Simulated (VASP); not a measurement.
# Ge in VASP: further runs

Ge is run at these levels: PBE; tasks: single point.

All numbers are computed with VASP 6.6.1; they aren't measurements. Logs are shortened: lines on timing, memory, paths and dates and some standing lists are left out, and cuts for length are marked.

## Step 1: The cell of the first run

The cell holds an amorphous packing of atoms, 14 atoms: a = 6.680 Å, b = 7.035 Å, c = 6.879 Å, α = 92.79°, β = 92.55°, γ = 89.61°.

## Step 2: Single point, PBE

Contents of INCAR:

```
SYSTEM = Ge
  ALGO = Normal
  EDIFF = 1E-6
  ENCUT = 520
  GGA = PE
  ISIF = 2
  ISMEAR = -1
  ISYM = 0
  LASPH = .TRUE.
  LCHARG = .TRUE.
  LELF = .TRUE.
  LREAL = .FALSE.
  LVHAR = .TRUE.
  LWAVE = .FALSE.
  NBANDS = 111
  NELM = 60
  PREC = Accurate
  SIGMA = 0.05
```

Contents of KPOINTS:

```
Automatic mesh
0
Gamma
  1 1 1
  0.25 0.25 0.25
```

Contents of POSCAR:

```
Ge
1.0
    6.6784480000      0.0216250000     -0.1503050000
    0.0216250000      7.0326220000     -0.1691540000
   -0.1503050000     -0.1691540000      6.8752970000
Ge
14
Direct
    0.1645277965      0.8417381676      0.9052654349
    0.5432525083      0.2085401244      0.8313117185
    0.6769799730      0.9080815879      0.6399508425
   -0.0425464984      0.1544280235      0.5388571819
    0.3825551430      0.0789428844      0.1536660097
    0.8992086965      0.2063397746      0.8945518661
    0.0557567462      0.5280210661      0.7568210352
    0.9823401231      0.5726403643      0.3832326139
    0.4262110909      0.4957129125      0.6164226040
    0.1652085110      0.3669053976      0.1207929171
    0.2648407815      0.8776567611      0.5482366864
    0.5441808631      0.7284483152      0.3302703943
    0.6821239423      0.3316902210      0.3455778517
    0.7688485583      0.8576599547      0.0222082616
```

Potentials or basis: VASP PAW PBE potentials, release 64 (Ge_d).

Launch:

```
> cat potpaw_PBE.64/Ge_d/POTCAR > POTCAR
> mpirun -np 1 vasp_std > vasp.out
```

OUTCAR:

```text
SYSTEM = Ge
   EDIFF = 1E-6
   ENCUT = 520
   GGA = PE
   ISIF = 2
   ISMEAR = -1
   ISYM = 0
   LASPH = .TRUE.
   LREAL = .FALSE.
   NELM = 60
   PREC = Accurate

 ion  position               nearest neighbor table
   1  0.165  0.842  0.905-   7 2.49  11 2.60   5 2.71  14 2.80
   2  0.543  0.209  0.831-   6 2.40   3 2.61   9 2.65   5 2.71
   3  0.677  0.908  0.640-  12 2.55   2 2.61   4 2.70  14 2.71  11 2.80
   4  0.957  0.154  0.539-   6 2.50  13 2.57   3 2.70  11 2.82
   5  0.383  0.079  0.154-  10 2.50   2 2.71   1 2.71  13 2.91
   6  0.899  0.206  0.895-   2 2.40   4 2.50  10 2.54   7 2.73  14 2.80
   7  0.056  0.528  0.757-   1 2.49   8 2.63   9 2.70   6 2.73  10 2.86
   8  0.982  0.573  0.383-  10 2.60   7 2.63  13 2.63
   9  0.426  0.496  0.616-   2 2.65   7 2.70  12 2.77  13 2.79
  10  0.165  0.367  0.121-   5 2.50   6 2.54   8 2.60   7 2.86
  11  0.265  0.878  0.548-   1 2.60  12 2.63   3 2.80   4 2.82
  12  0.544  0.728  0.330-   3 2.55  11 2.63   9 2.77  14 2.84
  13  0.682  0.332  0.346-   4 2.57   8 2.63   9 2.79   5 2.91
  14  0.769  0.858  0.022-   3 2.71   1 2.80   6 2.80  12 2.84

IMPORTANT INFORMATION: All symmetrisations will be switched off!
NOSYMM: (Re-)initialisation of all symmetry stuff for point group C_1.

----------------------------------------------------------------------------------------

                                     Primitive cell

  volume of cell :     322.5600

  direct lattice vectors                    reciprocal lattice vectors
     6.678448000  0.021625000 -0.150305000     0.149810122 -0.000382111  0.003265688
     0.021625000  7.032622000 -0.169154000    -0.000382111  0.142279647  0.003492175
    -0.150305000 -0.169154000  6.875297000     0.003265688  0.003492175  0.145605574

  length of vectors
     6.680174169  7.034689255  6.879019807     0.149846199  0.142323011  0.145684052

  position of ions in fractional coordinates (direct lattice)
     0.164527797  0.841738168  0.905265435
     0.543252508  0.208540124  0.831311718
     0.676979973  0.908081588  0.639950842
     0.957453502  0.154428024  0.538857182
     0.382555143  0.078942884  0.153666010
     0.899208696  0.206339775  0.894551866
     0.055756746  0.528021066  0.756821035
     0.982340123  0.572640364  0.383232614
     0.426211091  0.495712912  0.616422604
     0.165208511  0.366905398  0.120792917
     0.264840781  0.877656761  0.548236686
     0.544180863  0.728448315  0.330270394
     0.682123942  0.331690221  0.345577852
     0.768848558  0.857659955  0.022208262

  ion indices of the primitive-cell ions
   primitive index   ion index
                 1           1
[... 77 lines left out ...]
   EFERMI_NEDOS =   21; number of points for ismear=-14 and -15
   IALGO  =     38    algorithm
   IMIX   =      4    mixing-type and parameters
     AMIX     =   0.40;   BMIX     =  1.00
     AMIX_MAG =   1.60;   BMIX_MAG =  1.00
  volume/ion in A,a.u.               =      23.04       155.48
  Fermi-wavevector in a.u.,A,eV,Ry     =   1.386618  2.620327 26.160033  1.922708
  Thomas-Fermi vector in A             =   2.510916
   LORBIT       =      0    0 simple, 1 ext, 2 COOP (PROOUT), +10 PAW based schemes
   GGA     = PE    functional components
   LHFCALC =     F    Hartree Fock is set to
   AEXX    =    0.0000 exact exchange contribution
   IVDW    =     0    specifies the selected vdW correction
   LEPSILON=     F    determine dielectric tensor
   LRPA    =     F    only Hartree local field effects (RPA)
 non-spin polarized calculation
  energy-cutoff  :      520.00
  volume of cell :      322.56
 maximum number of plane-waves:      8680
 NGX is ok and might be reduce to    50
   NGX = 25   NGY = 27   NGZ = 25

 number of electron     196.0000035 magnetization

 Free energy of the ion-electron system (eV)
  ---------------------------------------------------
  ext. energy  EPLUGINS =         0.00000000
  ---------------------------------------------------
  free energy    TOTEN  =       -59.42480100 eV

  energy without entropy =      -59.42336933  energy(sigma->0) =      -59.42408516

 E-fermi :   4.7407     XC(G=0): -10.0676

 val. band max:        4.3894153889   @ k =   0.2500   0.2500   0.2500
 cond. band min:       5.0917887805   @ k =   0.2500   0.2500   0.2500
 fundamental gap:      0.7023733916
 Fermi energy:         4.7406617802

 k-point     1 :       0.2500    0.2500    0.2500
  band No.  band energies     occupation
      1     -20.3830      2.00000
      2     -20.3523      2.00000
      3     -20.3278      2.00000
      4     -20.2589      2.00000
      5     -20.2432      2.00000
      6     -20.1633      2.00000
[... 102 lines left out ...]
    109       7.6012      0.00000
    110       7.8349      0.00000
 [bands above 110 left out]

------------------------ aborting loop because EDIFF is reached ----------------------------------------

  FORCE on cell =-STRESS in cart. coord.  units (eV):
  Direction    XX          YY          ZZ          XY          YZ          ZX
  --------------------------------------------------------------------------------------
  -------------------------------------------------------------------------------------
  Total        1.2263865     -0.7634281     -5.4247235      3.7724019      6.5154112      3.4489996
  in kB        6.0915450     -3.7919992    -26.9449692     18.7377758     32.3624888     17.1314145
  external PRESSURE =      -8.2151411 kB  Pullay stress =       0.0000000 kB

 VOLUME and BASIS-vectors are now :
 -----------------------------------------------------------------------------
  energy-cutoff  :      520.00
  volume of cell :      322.56
      direct lattice vectors                 reciprocal lattice vectors
     6.678448000  0.021625000 -0.150305000     0.149810122 -0.000382111  0.003265688
     0.021625000  7.032622000 -0.169154000    -0.000382111  0.142279647  0.003492175
    -0.150305000 -0.169154000  6.875297000     0.003265688  0.003492175  0.145605574

 POSITION                                       TOTAL-FORCE (eV/Angst)
 -----------------------------------------------------------------------------------
      0.98093      5.77005      6.05686         0.069180      0.257831      0.551407
      3.50764      1.33771      5.59859        -1.194024     -0.338157      0.015251
      4.44462      6.29258      4.14449         0.195866     -0.010709      0.225964
      6.31665      1.01559      3.53477         0.452509     -0.420838     -0.295484
      2.53348      0.53746      0.98565         0.944698     -0.350640     -0.218624
      5.87533      1.31924      5.98025         0.772396     -0.116415      0.668616
      0.27003      3.58656      5.10567        -0.153742     -0.219454      0.218035
      6.51529      3.98358      2.39032        -0.247563     -0.347222     -0.496245
      2.76450      3.39111      4.09017         0.538105      0.377889      0.020037
      1.09311      2.56345      0.74359        -0.586244      0.765608      0.277320
      1.70530      6.08522      3.58102        -0.350620      0.408936      0.018913
      3.60040      5.07880      2.06569        -0.316768      0.057255     -0.272801
      4.51076      2.28895      2.21732        -0.208514     -0.092727     -0.126986
      5.14992      6.04447     -0.10795         0.084720      0.028644     -0.585402
 -----------------------------------------------------------------------------------
    total drift:                                0.001668      0.004310     -0.002227

  FREE ENERGIE OF THE ION-ELECTRON SYSTEM (eV)
  ---------------------------------------------------
  free  energy   TOTEN  =       -59.4248009951 eV

  energy  without entropy=      -59.4233693288  energy(sigma->0) =      -59.42408516
```

stdout:

```text
POSCAR found type information on POSCAR Ge
 POSCAR found :  1 types and      14 ions
 scaLAPACK will be used
 LDA part: xc-table for (Slater+PW92), standard interpolation
 POSCAR, INCAR and KPOINTS ok, starting setup
 FFT: planning ... GRIDC
 FFT: planning ... GRID_SOFT
 FFT: planning ... GRID
 WAVECAR not read
 entering main loop
```

Run time: 75 s. Hardware: 1 thread of Intel Xeon 6975P-C, shared host; peak memory 0.35 GiB.

What came out:

```yaml
Free_energy: -59.4248 eV
Pressure: -0.8 GPa
Largest_force: 1.241 eV/Å
Band_gap_on_the_k_mesh: 0.70 eV
```

Forces in eV/Å, atoms in the order of the input:
```
Ge   0.069  0.258  0.551
Ge  -1.194 -0.338  0.015
Ge   0.196 -0.011  0.226
Ge   0.453 -0.421 -0.295
Ge   0.945 -0.351 -0.219
Ge   0.772 -0.116  0.669
Ge  -0.154 -0.219  0.218
Ge  -0.248 -0.347 -0.496
Ge   0.538  0.378  0.020
Ge  -0.586  0.766  0.277
Ge  -0.351  0.409  0.019
Ge  -0.317  0.057 -0.273
Ge  -0.209 -0.093 -0.127
Ge   0.085  0.029 -0.585
```

Caveat: the k points lie up to 0.94 Å⁻¹ apart.

## Step 3: Single point, PBE

Contents of INCAR:

```
SYSTEM = Ge
  PREC = Accurate
  ENCUT = 520
  EDIFF = 1E-6
  ISMEAR = -1
  SIGMA = 0.05
  LREAL = .False.
  LASPH = .True.
  NELM = 100
  ALGO = Normal
  ISIF = 2
  LWAVE = .False.
  LCHARG = .False.
  GGA = PE
  NBANDS = 111
  ISYM = 0
```

KPOINTS is that of step 2.

Contents of POSCAR:

```
Ge
1.0
    6.6784480000      0.0216250000     -0.1503050000
    0.0216250000      7.0326220000     -0.1691540000
   -0.1503050000     -0.1691540000      6.8752970000
Ge
14
Direct
    0.1500231563      0.8430957224      0.9364944153
    0.5335515361      0.2201667773      0.8203871854
    0.6672020225      0.9154762918      0.6384830032
   -0.0312140177      0.1547509200      0.5300242468
    0.4169383796      0.0906271957      0.1456312179
    0.9046984403      0.1944335738      0.9002502606
    0.0347447369      0.5337267435      0.7628539278
    0.9745051342      0.5411044526      0.3588786022
    0.4475130006      0.5080330945      0.6176808466
    0.1586287187      0.3743145207      0.1134107353
    0.2446677248      0.8782094415      0.5589698048
    0.5333619255      0.7412694614      0.3253773122
    0.6840364283      0.3155242589      0.3546184675
    0.7649763574      0.8726779040      0.0044541682
```

Potentials or basis: VASP PAW PBE potentials, release 64 (Ge_d).

Launch:

```
> cat potpaw_PBE.64/Ge_d/POTCAR > POTCAR
> mpirun -np 1 vasp_std > vasp.out
```

OUTCAR:

```text
SYSTEM = Ge
   PREC = Accurate
   ENCUT = 520
   EDIFF = 1E-6
   ISMEAR = -1
   LREAL = .False.
   LASPH = .True.
   NELM = 100
   ISIF = 2
   GGA = PE
   ISYM = 0

 ion  position               nearest neighbor table
   1  0.150  0.843  0.936-   7 2.54  14 2.64  11 2.72   5 2.80
   2  0.534  0.220  0.820-   6 2.52   9 2.56   3 2.60   5 2.61
   3  0.667  0.915  0.638-  12 2.55   2 2.60  14 2.60   4 2.78  11 2.86
   4  0.969  0.155  0.530-  13 2.50   6 2.60  11 2.68   3 2.78
   5  0.417  0.091  0.146-   2 2.61  10 2.64  13 2.71   1 2.80  12 2.89
   6  0.905  0.194  0.900-  10 2.50   2 2.52  14 2.60   4 2.60   7 2.77
[... 289 lines left out ...]
      direct lattice vectors                 reciprocal lattice vectors
     6.678448000  0.021625000 -0.150305000     0.149810122 -0.000382111  0.003265688
     0.021625000  7.032622000 -0.169154000    -0.000382111  0.142279647  0.003492175
    -0.150305000 -0.169154000  6.875297000     0.003265688  0.003492175  0.145605574

 POSITION                                       TOTAL-FORCE (eV/Angst)
 -----------------------------------------------------------------------------------
      0.87939      5.77401      6.27351         0.711642     -0.030022     -0.095382
      3.44475      1.42112      5.52297        -0.201637     -0.364189      0.065738
      4.37970      6.34463      4.13462         0.281534      0.189909     -0.056717
      6.39367      1.01960      3.47228         0.172589     -0.382926      0.481110
      2.76457      0.62173      0.92326        -0.249094      0.155336      0.069030
      5.91087      1.23466      6.02062         0.119630      0.245713     -0.386451
      0.12892      3.62521      5.14934         0.306397     -0.049199     -0.403531
      6.46594      3.76575      2.22939        -0.639294      0.782610      0.622820
      2.90684      3.47800      4.09354        -0.133123      0.526936     -0.173350
      1.05044      2.61666      0.69257         0.574503     -0.389355     -0.223552
      1.56898      6.08685      3.65776        -0.080957     -0.019312      0.275655
      3.52915      5.16956      2.03151        -0.100648     -0.086029     -0.120269
      4.52182      2.17377      2.28192        -0.535279      0.133963     -0.036494
      5.12706      6.15300     -0.23197        -0.226264     -0.713435     -0.018606
 -----------------------------------------------------------------------------------
    total drift:                               -0.002933      0.003359      0.001423

  FREE ENERGIE OF THE ION-ELECTRON SYSTEM (eV)
  ---------------------------------------------------
  free  energy   TOTEN  =       -59.6289084166 eV

  energy  without entropy=      -59.6285684345  energy(sigma->0) =      -59.62873843
```

OSZICAR:

```text
N       E                     dE             d eps       ncg     rms          rms(c)
DAV:   1     0.303150057403E+04    0.30315E+04   -0.84491E+04   253   0.488E+03
DAV:   2     0.604605751777E+03   -0.24269E+04   -0.23662E+04   222   0.127E+03
DAV:   3     0.236028963414E+02   -0.58100E+03   -0.55993E+03   230   0.303E+02
DAV:   4    -0.556496199869E+02   -0.79253E+02   -0.76650E+02   252   0.113E+02
DAV:   5    -0.601646612298E+02   -0.45150E+01   -0.44636E+01   252   0.282E+01    0.628E+00
DAV:   6    -0.596881397995E+02    0.47652E+00   -0.18673E+00   348   0.235E+01    0.332E+00
DAV:   7    -0.596231807622E+02    0.64959E-01   -0.10069E+00   252   0.686E+00    0.102E+00
DAV:   8    -0.596246929621E+02   -0.15122E-02   -0.17921E-01   252   0.646E+00    0.511E-01
DAV:   9    -0.596274583753E+02   -0.27654E-02   -0.43235E-02   244   0.263E+00    0.206E-01
DAV:  10    -0.596284486538E+02   -0.99028E-03   -0.12817E-02   268   0.191E+00    0.994E-02
DAV:  11    -0.596287389989E+02   -0.29035E-03   -0.30264E-03   244   0.116E+00    0.292E-02
DAV:  12    -0.596288793184E+02   -0.14032E-03   -0.16191E-03   260   0.405E-01    0.221E-02
DAV:  13    -0.596288929898E+02   -0.13671E-04   -0.31219E-04   276   0.270E-01    0.118E-02
DAV:  14    -0.596289039474E+02   -0.10958E-04   -0.88102E-05   236   0.112E-01    0.470E-03
DAV:  15    -0.596289075044E+02   -0.35570E-05   -0.34212E-05   196   0.773E-02    0.304E-03
DAV:  16    -0.596289084166E+02   -0.91222E-06   -0.91855E-06   204   0.396E-02
   1 F= -.59628908E+02 E0= -.59628738E+02  d E =-.339982E-03
```

Wall time 74 s (1 thread of Intel Xeon 6975P-C, shared host); peak memory 0.36 GiB.

Results:

- Free energy: -59.6289 eV
- Pressure: -0.7 GPa
- Largest force: 1.187 eV/Å
- Band gap on the k mesh: 0.87 eV

Forces in eV/Å, atoms in the order of the input:
```
Ge   0.712 -0.030 -0.095
Ge  -0.202 -0.364  0.066
Ge   0.282  0.190 -0.057
Ge   0.173 -0.383  0.481
Ge  -0.249  0.155  0.069
Ge   0.120  0.246 -0.386
Ge   0.306 -0.049 -0.404
Ge  -0.639  0.783  0.623
Ge  -0.133  0.527 -0.173
Ge   0.575 -0.389 -0.224
Ge  -0.081 -0.019  0.276
Ge  -0.101 -0.086 -0.120
Ge  -0.535  0.134 -0.036
Ge  -0.226 -0.713 -0.019
```

Stress tensor (GPa, compression positive):
```
 0.40  2.06  1.15
 2.06  0.25  3.11
 1.15  3.11 -2.82
```

Levels at points of the mesh, in eV from the valence-band top:
```tsv
k point	band 94	band 95	band 96	band 97	band 98	band 99	band 100	band 101	band 102	band 103
(0.25, 0.25, 0.25)	-0.85	-0.69	-0.55	-0.21	0.00	0.87	1.35	1.69	1.92	2.04
```

Caveat: the k points lie up to 0.94 Å⁻¹ apart.

(Part 1 of 2 ends here.)
